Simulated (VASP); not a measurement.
# Cu12O in VASP: notebook

The runs below take Cu12O through single point, with PBE.

All numbers are computed with VASP 6.6.1; they aren't measurements. Logs are shortened: lines on timing, memory, paths and dates and some standing lists are left out, and cuts for length are marked.

## (1) The cell of the first run

The cell holds a slab with vacuum, 13 atoms: a = 5.132 Å, b = 5.132 Å, c = 19.622 Å, α = 90.00°, β = 90.00°, γ = 120.00°.

## (2) Single point, PBE

INCAR reads:

```
SYSTEM = Cu12O
  PREC = Accurate
  ENCUT = 520
  EDIFF = 1E-6
  ISMEAR = 0
  SIGMA = 0.1
  LREAL = .FALSE.
  LASPH = .TRUE.
  NELM = 80
  ALGO = Normal
  ISIF = 2
  LWAVE = .FALSE.
  LCHARG = .TRUE.
  LDIPOL = .TRUE.
  IDIPOL = 3
  DIPOL = 0.5 0.5 0.322
  GGA = PE
  LELF = .TRUE.
  LVHAR = .TRUE.
  LVACPOTAV = .TRUE.
  NBANDS = 81
```

KPOINTS reads:

```
Automatic mesh
0
G
  6 6 1
  0 0 0
```

POSCAR reads:

```
Cu12O
1.0
    5.1319544695      0.0000000000      0.0000000000
   -2.5659772347      4.4444029416      0.0000000000
    0.0000000000      0.0000000000     19.6215699228
Cu O
12 1
Direct
    0.3333333333      0.1666666667      0.2038572864
    0.3333333333      0.6666666666      0.2038572864
    0.8333333333      0.1666666667      0.2038572864
    0.8333333333      0.6666666667      0.2038572864
    0.1666666667      0.3333333334      0.3088787979
    0.1666666667      0.8333333333      0.3088787979
    0.6666666667      0.3333333334      0.3088787979
    0.6666666667      0.8333333333      0.3088787979
    0.0000000000      0.0000000000      0.4139103015
    0.0000000000      0.5000000000      0.4139103015
    0.5000000000      0.0000000000      0.4139103015
    0.5000000000      0.5000000000      0.4139103015
    0.0000000000      0.2500000000      0.4797271504
```

Potentials or basis: VASP PAW PBE potentials, release 64 (Cu, O).

Command:

```bash
$ cat potpaw_PBE.64/Cu/POTCAR potpaw_PBE.64/O/POTCAR > POTCAR
$ mpirun -np 1 vasp_std > vasp.out
```

OUTCAR:

```text
SYSTEM = Cu12O
   PREC = Accurate
   ENCUT = 520
   EDIFF = 1E-6
   ISMEAR = 0
   LREAL = .FALSE.
   LASPH = .TRUE.
   NELM = 80
   ISIF = 2
   GGA = PE

 ion  position               nearest neighbor table
   1  0.333  0.167  0.204-   5 2.54   6 2.54   7 2.54   2 2.57   4 2.57   4 2.57   3 2.57   3 2.57
                             2 2.57
   2  0.333  0.667  0.204-   5 2.54   6 2.54   8 2.54   1 2.57   3 2.57   4 2.57   3 2.57   4 2.57
                             1 2.57
   3  0.833  0.167  0.204-   7 2.54   8 2.54   5 2.54   2 2.57   4 2.57   4 2.57   1 2.57   1 2.57
                             2 2.57
   4  0.833  0.667  0.204-   8 2.54   7 2.54   6 2.54   2 2.57   3 2.57   3 2.57   1 2.57   1 2.57
                             2 2.57
   5  0.167  0.333  0.309-   2 2.54   1 2.54   3 2.54  10 2.54  12 2.54   9 2.54   6 2.57   8 2.57
                             7 2.57   7 2.57   8 2.57   6 2.57
   6  0.167  0.833  0.309-   2 2.54   1 2.54   4 2.54  10 2.54  11 2.54   9 2.54   5 2.57   7 2.57
                             8 2.57   8 2.57   7 2.57   5 2.57
   7  0.667  0.333  0.309-   4 2.54   3 2.54   1 2.54  12 2.54  10 2.54  11 2.54   8 2.57   6 2.57
                             5 2.57   5 2.57   6 2.57   8 2.57
   8  0.667  0.833  0.309-   4 2.54   3 2.54   2 2.54  12 2.54   9 2.54  11 2.54   7 2.57   5 2.57
                             6 2.57   6 2.57   5 2.57   7 2.57
   9  0.000  0.000  0.414-  13 1.82   8 2.54   5 2.54   6 2.54  10 2.57  10 2.57  12 2.57  12 2.57
                            11 2.57  11 2.57
  10  0.000  0.500  0.414-  13 1.82   6 2.54   5 2.54   7 2.54   9 2.57   9 2.57  11 2.57  11 2.57
                            12 2.57  12 2.57
  11  0.500  0.000  0.414-   6 2.54   7 2.54   8 2.54  12 2.57  12 2.57  10 2.57  10 2.57   9 2.57
                             9 2.57
  12  0.500  0.500  0.414-   8 2.54   7 2.54   5 2.54  11 2.57  11 2.57   9 2.57   9 2.57  10 2.57
                            10 2.57
  13  0.000  0.250  0.480-   9 1.82  10 1.82

  LATTYP: Found a hexagonal cell.
 ALAT       =     5.1319544695
 C/A-ratio  =     3.8234107569

  Lattice vectors:

 A1 = (   5.1319544695,   0.0000000000,   0.0000000000)
 A2 = (  -2.5659772347,   4.4444029416,   0.0000000000)
 A3 = (   0.0000000000,   0.0000000000,  19.6215699228)

Analysis of symmetry for initial positions (statically):
=====================================================================
 Subroutine PRICEL returns:
 Original cell was already a primitive cell.

 Routine SETGRP: Setting up the symmetry group for a
 hexagonal supercell.

 Subroutine GETGRP returns: Found  2 space group operations
 (whereof  1 operations were pure point group operations)
 out of a pool of 24 trial point group operations.

The static configuration has the point symmetry C_1 .
 The point group associated with its full space group is C_1h.

Analysis of symmetry for dynamics (positions and initial velocities):
=====================================================================
 Subroutine PRICEL returns:
 Original cell was already a primitive cell.

 Routine SETGRP: Setting up the symmetry group for a
 hexagonal supercell.

 Subroutine GETGRP returns: Found  2 space group operations
 (whereof  1 operations were pure point group operations)
 out of a pool of 24 trial point group operations.

The dynamic configuration has the point symmetry C_1 .
 The point group associated with its full space group is C_1h.

 Subroutine INISYM returns: Found  2 space group operations
 (whereof  1 operations are pure point group operations),
 and found     1 'primitive' translations

----------------------------------------------------------------------------------------

                                     Primitive cell

  volume of cell :     447.5381

  direct lattice vectors                    reciprocal lattice vectors
     5.131954470  0.000000000  0.000000000     0.194857535  0.112501051  0.000000000
    -2.565977235  4.444402942  0.000000000     0.000000000  0.225002101  0.000000000
     0.000000000  0.000000000 19.621569923     0.000000000  0.000000000  0.050964322

  length of vectors
     5.131954470  5.131954469 19.621569923     0.225002101  0.225002101  0.050964322

  position of ions in fractional coordinates (direct lattice)
     0.333333333  0.166666667  0.203857286
     0.333333333  0.666666667  0.203857286
     0.833333333  0.166666667  0.203857286
     0.833333333  0.666666667  0.203857286
[... 53 lines left out ...]
            Coordinates               Weight
  0.000000  0.000000  0.000000      1.000000
  0.166667  0.000000  0.000000      2.000000
  0.000000  0.166667  0.000000      4.000000
  0.333333  0.000000  0.000000      2.000000
  0.000000  0.333333  0.000000      4.000000
  0.500000  0.000000  0.000000      1.000000
  0.000000  0.500000  0.000000      2.000000
  0.166667  0.166667  0.000000      4.000000
 -0.166667  0.333333  0.000000      2.000000
  0.333333  0.166667  0.000000      4.000000
 -0.166667  0.500000  0.000000      4.000000
  0.500000  0.333333  0.000000      4.000000
  0.333333  0.333333  0.000000      2.000000
   k-points           NKPTS =     13   k-points in BZ     NKDIM =     13   number of bands    NBANDS=     81
   number of dos      NEDOS =    301   number of ions     NIONS =     13
   total plane-waves  NPLWV = 240000
   dimension x,y,z NGX =    40 NGY =   40 NGZ =  150
   dimension x,y,z NGXF=    80 NGYF=   80 NGZF=  300
   ions per type =              12   1
   NGX,Y,Z   is equivalent  to a cutoff of  12.96, 12.96, 12.71 a.u.
   NGXF,Y,Z  is equivalent  to a cutoff of  25.92, 25.92, 25.42 a.u.
 SYSTEM =  Cu12O
   PREC   = accura    normal or accurate (medium, high low for compatibility)
   ISTART =      0    job   : 0-new  1-cont  2-samecut
   ICHARG =      2    charge: 1-file 2-atom 10-const
   ISPIN  =      1    spin polarized calculation?
   LNONCOLLINEAR =      F non collinear calculations
   LSORBIT =      F    spin-orbit coupling
   LASPH  =      T    aspherical Exc in radial PAW
   ENCUT  =  520.0 eV  38.22 Ry    6.18 a.u.   9.54  9.54 36.48*2*pi/ulx,y,z
   NELM   =     80;   NELMIN=  2; NELMDL= -5     # of ELM steps
   EDIFF  = 0.1E-05   stopping-criterion for ELM
   LREAL  =      F    real-space projection
   EDIFFG = 0.1E-04   stopping-criterion for IOM
   NSW    =      0    number of steps for IOM
   IBRION =     -1    ionic relax: 0-MD 1-quasi-New 2-CG
   NFREE  =      0    steps in history (QN), initial steepest desc. (CG)
   ISIF   =      2    stress and relaxation
   ISYM   =      2    0-nonsym 1-usesym 2-fastsym
   POTIM  = 0.5000    time-step for ionic-motion
   TEBEG  =    0.0;   TEEND  =   0.0 temperature during run
   PSTRESS=    0.0 pullay stress
   NELECT =     138.0000    total number of electrons
   NUPDOWN=      -1.0000    fix difference up-down
   EMIN   =  10.00;   EMAX   =-10.00  energy-range for DOS
   EFERMI =   0.00;   METHOD = LEGACY
   ISMEAR =     0;   SIGMA  =   0.10  broadening in eV -4-tet -1-fermi 0-gaus
   EFERMI_NEDOS =   21; number of points for ismear=-14 and -15
   IALGO  =     38    algorithm
   IMIX   =      4    mixing-type and parameters
     AMIX     =   0.40;   BMIX     =  1.00
     AMIX_MAG =   1.60;   BMIX_MAG =  1.00
  volume/ion in A,a.u.               =      34.43       232.32
  Fermi-wavevector in a.u.,A,eV,Ry     =   1.106007  2.090050 16.643346  1.223251
  Thomas-Fermi vector in A             =   2.242502
   LORBIT       =      0    0 simple, 1 ext, 2 COOP (PROOUT), +10 PAW based schemes
   GGA     = PE    functional components
   LHFCALC =     F    Hartree Fock is set to
   AEXX    =    0.0000 exact exchange contribution
   IVDW    =     0    specifies the selected vdW correction
   LEPSILON=     F    determine dielectric tensor
   LRPA    =     F    only Hartree local field effects (RPA)
 non-spin polarized calculation
 Gauss-broadening in eV      SIGMA  =   0.10
  energy-cutoff  :      520.00
  volume of cell :      447.54
 maximum number of plane-waves:     12109
 NGX is ok and might be reduce to    40
   NGX = 19   NGY = 19   NGZ = 73

 dipolmoment           0.000000      0.000000     -0.307701 electrons x Angstroem

 number of electron     138.0000027 magnetization

 dipolmoment           0.000000      0.000000      0.156565 electrons x Angstroem

 Free energy of the ion-electron system (eV)
  ---------------------------------------------------
  ext. energy  EPLUGINS =         0.00000000
  ---------------------------------------------------
  free energy    TOTEN  =       -46.98672074 eV

  energy without entropy =      -46.94801611  energy(sigma->0) =      -46.96736843

 E-fermi :  -1.0733     XC(G=0):  -5.1017

 val. band max:       -1.0755382725   @ k =   0.0000   0.0000   0.0000
 cond. band min:      -1.0549004411   @ k =   0.3333   0.3333   0.0000
 fundamental gap:      0.0206378314
 Fermi energy:        -1.0732845072

 k-point     1 :       0.0000    0.0000    0.0000
  band No.  band energies     occupation
      1     -18.9643      2.00000
      2      -9.6791      2.00000
      3      -7.6359      2.00000
      4      -6.2948      2.00000
      5      -6.1083      2.00000
      6      -6.0868      2.00000
[... 1081 lines left out ...]
     80       4.4269      0.00000
     81       5.0837      0.00000

------------------------ aborting loop because EDIFF is reached ----------------------------------------

  FORCE on cell =-STRESS in cart. coord.  units (eV):
  Direction    XX          YY          ZZ          XY          YZ          ZX
  --------------------------------------------------------------------------------------
  -------------------------------------------------------------------------------------
  Total       -2.4255903     -0.3901243      1.4961877     -1.7627652     -0.0262519     -0.0454700
  in kB       -8.6835649     -1.3966374      5.3563221     -6.3106643     -0.0939812     -0.1627816
  external PRESSURE =      -1.5746267 kB  Pullay stress =       0.0000000 kB

 VOLUME and BASIS-vectors are now :
 -----------------------------------------------------------------------------
  energy-cutoff  :      520.00
  volume of cell :      447.54
      direct lattice vectors                 reciprocal lattice vectors
     5.131954470  0.000000000  0.000000000     0.194857535  0.112501051  0.000000000
    -2.565977235  4.444402942  0.000000000     0.000000000  0.225002101  0.000000000
     0.000000000  0.000000000 19.621569923     0.000000000  0.000000000  0.050964322

 POSITION                                       TOTAL-FORCE (eV/Angst)
 -----------------------------------------------------------------------------------
      1.28299      0.74073      4.00000         0.006036      0.020939     -0.089244
      0.00000      2.96294      4.00000         0.021152     -0.005242     -0.089244
      3.84897      0.74073      4.00000        -0.001854     -0.001070     -0.010513
      2.56598      2.96294      4.00000        -0.015318     -0.008844     -0.164810
      0.00000      1.48147      6.06069         0.058730      0.033908     -0.204807
     -1.28299      3.70367      6.06069        -0.056928     -0.032868      0.225648
      2.56598      1.48147      6.06069        -0.056871      0.047430      0.007326
      1.28299      3.70367      6.06069         0.012640     -0.072967      0.007326
      0.00000      0.00000      8.12157         0.584114     -0.835204     -0.033375
     -1.28299      2.22220      8.12157        -0.431251      0.923459     -0.033375
      2.56598      0.00000      8.12157         0.090575      0.052294      0.149352
      1.28299      2.22220      8.12157        -0.140089     -0.080880      0.080353
     -0.64149      1.11110      9.41300        -0.070936     -0.040955      0.155363
 -----------------------------------------------------------------------------------
    total drift:                               -0.000049     -0.000028     -0.006273

  FREE ENERGIE OF THE ION-ELECTRON SYSTEM (eV)
  ---------------------------------------------------
  free  energy   TOTEN  =       -46.9867207384 eV

  energy  without entropy=      -46.9480161123  energy(sigma->0) =      -46.96736843

 vacuum level on the upper side and lower side of the slab         4.958         3.716
```

It took 13 min on 1 thread of AMD EPYC 9R45 (Zen 5), shared host; peak memory 0.71 GiB.

Results:

```
Free energy            : -46.9867 eV
Largest force          : 1.020 eV/Å
Band gap on the k mesh : zero (bands 69 and 70 overlap by 0.28 eV)
```

Forces in eV/Å, atoms in the order of the input:
```
Cu   0.006  0.021 -0.089
Cu   0.021 -0.005 -0.089
Cu  -0.002 -0.001 -0.011
Cu  -0.015 -0.009 -0.165
Cu   0.059  0.034 -0.205
Cu  -0.057 -0.033  0.226
Cu  -0.057  0.047  0.007
Cu   0.013 -0.073  0.007
Cu   0.584 -0.835 -0.033
Cu  -0.431  0.923 -0.033
Cu   0.091  0.052  0.149
Cu  -0.140 -0.081  0.080
O   -0.071 -0.041  0.155
```

With open d or f shells a metallic result of PBE can be an artefact of self-interaction; +U or a hybrid may open a gap.

[end of part 1 of 2]

The gap in the log of VASP goes by the Fermi energy; the results here count the filled bands.